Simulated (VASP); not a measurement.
Here is a VASP 6.6.1 calculation.

File INCAR:

```
PREC = Accurate ; ENCUT = 840
EDIFF = 1E-6 ; ISMEAR = 0
SIGMA = 0.1 ; LREAL = F
LASPH = T ; NELM = 120
ALGO = Normal ; ISIF = 2
LWAVE = F ; LCHARG = F
GGA = PE ; NBANDS = 43
GGA_COMPAT = F
```

The input KPOINTS:

```
Automatic mesh
0
Gamma
  6 6 12
```

POSCAR

```
MgCd2O3
1.0
    5.8209225606      0.0000000000      0.0000000000
   -2.9104612803      5.0410668109      0.0000000000
    0.0000000000      0.0000000000      3.0983368468
Mg Cd O
1 2 3
Direct
    0.0000000000      0.0000000000      0.0000000000
    0.6666666667      0.3333333333      0.0000000000
    0.3333333333      0.6666666667      0.0000000000
    0.5000000000      0.0000000000      0.5000000000
    0.5000000000      0.5000000000      0.5000000000
    0.0000000000      0.5000000000      0.5000000000
```

Potentials or basis: VASP PAW PBE potentials, release 64 (Mg_sv, Cd_sv_GW, O).

The run is started by

```bash
$ cat potpaw_PBE.64/Mg_sv/POTCAR potpaw_PBE.64/Cd_sv_GW/POTCAR potpaw_PBE.64/O/POTCAR > POTCAR
$ mpirun -np 1 vasp_std > vasp.out
```

**Question.** Predict the pressure.

**Answer.** -0.2 GPa.

**Question.** Predict the band gap on the k mesh.

**Answer.** Zero (bands 34 and 35 overlap by 0.70 eV).

Caveat: semilocal functionals underestimate gaps, and a narrow one can read as zero.
